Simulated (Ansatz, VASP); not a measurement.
# ScHg: VASP beside Ansatz

The input INCAR:

```
SYSTEM = ScHg
PREC = Accurate ; ENCUT = 500
EDIFF = 1E-6 ; ISMEAR = -1
SIGMA = 0.0272 ; LREAL = .False.
LASPH = .True. ; NELM = 120
ALGO = Normal ; ISIF = 2
LWAVE = .False. ; LCHARG = .False.
GGA = CA ; NBANDS = 18
GGA_COMPAT = .False.
```

File KPOINTS:

```
Automatic mesh
0
Gamma
  8 8 8
  0 0 0
```

The input POSCAR:

```
ScHg
1.0
    3.4800000000      0.0000000000      0.0000000000
    0.0000000000      3.4800000000      0.0000000000
    0.0000000000      0.0000000000      3.4800000000
Sc Hg
1 1
Direct
    0.5000000000      0.5000000000      0.5000000000
    0.0000000000      0.0000000000      0.0000000000
```

Input for Ansatz:

```yaml
crystal:
  lattice:
    - [3.48, 0.0, 0.0]
    - [0.0, 3.48, 0.0]
    - [0.0, 0.0, 3.48]
  atoms:
    - { symbol: Sc, position: [0.5, 0.5, 0.5] }
    - { symbol: Hg, position: [0.0, 0.0, 0.0] }
kpoints:
  mp_grid: { grid: [8, 8, 8] }
scf:
  occupations: { method: fermi_dirac, width: 0.0272 }
hamiltonian:
  xc: lda
  pseudopotentials: { kind: all_electron, lapw: { basis_error: 0.001 } }
output:
  forces: true
  stress: true
  eigenvalues: true
  eigenstates:
    nscf_kmesh: { grid: [16, 16, 16] }
    de_dk: true
    e_range: [-14, 14]
  optics:
    e_range: [0, 25]
    de: 0.2
    sigma: 0.15
    bands: { spectra_wanted_up_to: 25 }
    nscf_kmesh: { grid: [16, 16, 16] }
    drude_damping: 0.19
checkpoint:
  write: ck
  write_wavefunctions: false
```

Alike in both runs: task single point; functional LDA; k mesh 8 × 8 × 8; occupations fermi-dirac, width 0.0272 eV; no spin polarisation.

```csv
,VASP,Ansatz
version,VASP 6.6.1,Ansatz 0.2.0
potentials or method,"VASP PAW LDA potentials, release 64 (Sc_sv, Hg), cutoff 500 eV","all-electron LAPW, scalar-relativistic"
```

```csv
,VASP,Ansatz,Ansatz less VASP
pressure (GPa),-3.6,-4.0,-0.40
```

LDA's correlation is that of Perdew and Zunger in VASP and of Perdew and Wang (1992) in Ansatz. Ansatz ran all-electron here, and VASP with PAW potentials. Ansatz's warnings: optics on partly filled bands.

Neither program's run includes spin-orbit coupling.
